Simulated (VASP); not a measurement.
Here is a VASP 6.6.1 calculation.

Contents of INCAR:

```
SYSTEM = Ta3AsAu2O13
  PREC = Accurate
  ENCUT = 520
  EDIFF = 1E-6
  ISMEAR = -1
  SIGMA = 0.05
  LREAL = Auto
  LASPH = .TRUE.
  NELM = 100
  ALGO = Normal
  ISIF = 2
  LWAVE = .FALSE.
  LCHARG = .TRUE.
  GGA = RP
  LELF = .TRUE.
  LVHAR = .TRUE.
  NBANDS = 84
```

The input KPOINTS:

```
Automatic mesh
0
G
  5 5 2
  0 0 0
```

POSCAR

```
Ta3AsAu2O13
1.0
    6.8784986587     -1.9343892655     -0.0091628235
    6.8784986587      1.9343892655     -0.0091628235
   -1.7156064008      0.0000000000     10.4641817007
Ta As Au O
3 1 2 13
Direct
    0.2996367660      0.2996367660      0.6322279968
    0.3593461984      0.3593461984      0.0037904633
    0.6404470952      0.6404470952      0.9969318887
    0.7011890889      0.7011890889      0.3603189151
    0.6031940790      0.6031940790      0.6315586453
    0.3977174379      0.3977174379      0.3647074862
    0.3442803524      0.3442803524      0.8058916113
    0.4153654857      0.4153654857      0.5548460185
    0.7831974180      0.7831974180      0.6003011878
    0.6582287716      0.6582287716      0.2001972959
    0.5921629063      0.5921629063      0.4355835691
    0.2187009458      0.2187009458      0.4105672656
    0.6154947618      0.6154947618      0.8221321145
    0.1457405042      0.1457405042      0.6416986331
    0.3820890470      0.3820890470      0.1782412352
    0.8431198676      0.8431198676      0.3585414126
    0.5006033093      0.5006033093      0.0025821685
    0.8137011481      0.8137011481      0.9920685379
    0.1858048168      0.1858048168      0.0078035546
```

Potentials or basis: VASP PAW PBE potentials, release 64 (Ta_pv, As, Au, O).

Run with:

```bash
$ cat potpaw_PBE.64/Ta_pv/POTCAR potpaw_PBE.64/As/POTCAR potpaw_PBE.64/Au/POTCAR potpaw_PBE.64/O/POTCAR > POTCAR
$ mpirun -np 1 vasp_std > vasp.out
```

(1) Estimate the band gap on the k mesh.

(2) Estimate the pressure.

(3) Predict the largest force.

Answers

(1) zero (bands 69 and 70 overlap by 0.17 eV).

(2) 0.6 GPa.

(3) 0.258 eV/Å.

Caveat: the PAW data sets were made with another functional, which shifts forces and pressure a little; spin-orbit coupling is left out, which moves the levels of the heavy elements.
